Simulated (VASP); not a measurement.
## CaO: single point with LDA

The system is CaO.

```
Ca O
1.0
     0.00000    2.44900    2.44900
     2.44900    0.00000    2.44900
     2.44900    2.44900    0.00000
Ca O
1 1
Direct
  0.10208 0.89792 0.89792
  0.50000 0.50000 0.50000
```

This cell differs from its parent crystal: all Ca atoms moved -0.500 Å, as atom 1 along Cartesian [1 0 0].

```yaml
Program: VASP 6.6.1
Task: single point
Functional: LDA
Potentials_or_basis: VASP PAW LDA potentials, release 64 (Ca_sv, O)
Cutoff: 520 eV
k_mesh: 8 × 8 × 8
Occupations: gaussian, width 0.05 eV
Spin: no spin polarisation
Dipole_correction: no
Further_INCAR_settings: ALGO = Normal; EDIFF = 1e-07; NBANDS = 15
```

```json
{"Pressure": "0.8 GPa", "Largest force": "3.279 eV/Å", "Band gap on the k mesh": "3.90 eV, indirect (least direct gap 4.09 eV)"}
```

Forces in eV/Å, atoms in the order of the input:
```
Ca   3.279  0.000  0.000
O   -3.279  0.000  0.000
```

Stress tensor (GPa, compression positive):
```
 23.85   0.00   0.00
  0.00 -10.76   0.00
  0.00   0.00 -10.76
```

Levels at points of the mesh, in eV from the valence-band top:
```csv
k point,band 6,band 7,band 8,band 9,band 10,band 11
"(0.00, 0.00, 0.00)",-0.33,-0.33,-0.21,4.23,6.52,7.40
"(0.50, 0.00, 0.00)",-2.25,-0.87,-0.69,6.60,7.71,8.76
"(0.50, 0.50, 0.00)",-1.11,-1.10,-0.10,5.40,7.42,9.60
"(0.00, 0.50, 0.50)",-0.55,-0.19,-0.19,3.90,6.62,9.19
```

It took 15 s on 1 thread of AMD EPYC 9R45 96-Core Processor (Zen 5), with other jobs on the host, peak memory 0.13 GiB.

Caveat: the cell differs from its parent crystal (all Ca atoms moved -0.500 Å, as atom 1 along Cartesian [1 0 0]); forces of over 1 eV/Å act on the atoms, so gaps and moduli don't describe the material at rest. A k mesh can miss the band edges.
